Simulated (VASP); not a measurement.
A run of VASP 6.6.1:

Contents of INCAR:

```
ALGO = Normal
EDIFF = 1E-7
EDIFFG = -0.005
ENCUT = 560
GGA_COMPAT = False
IBRION = 2
ISIF = 3
ISMEAR = -1
LASPH = True
LCHARG = False
LREAL = False
LWAVE = False
NELM = 120
NELMIN = 4
NSW = 60
PREC = Accurate
SIGMA = 0.08
```

Contents of KPOINTS:

```
k-points
0
Gamma
  19 19 19
```

POSCAR

```
Ir
1.0
    0.0000000000      1.9197388244      1.9197388244
    1.9197388244      0.0000000000      1.9197388244
    1.9197388244      1.9197388244      0.0000000000
Ir
1
Direct
    0.0000000000      0.0000000000      0.0000000000
```

Potentials or basis: VASP PAW LDA potentials, release 64 (Ir_sv_GW).

Launch:

```sh
$ cat potpaw_LDA.64/Ir_sv_GW/POTCAR > POTCAR
$ mpirun -np 1 vasp_std > vasp.out
```

Hardware: 1 thread of Intel(R) Xeon(R) Platinum 8375C CPU @ 2.90GHz (Ice Lake) (shared host).

Estimate the wall time of this run.

It took 70 s on 1 thread of Intel(R) Xeon(R) Platinum 8375C CPU @ 2.90GHz (Ice Lake), with other jobs on the host, peak memory 0.18 GiB. Counts: scf iterations 43, k points 220, ion steps 4.
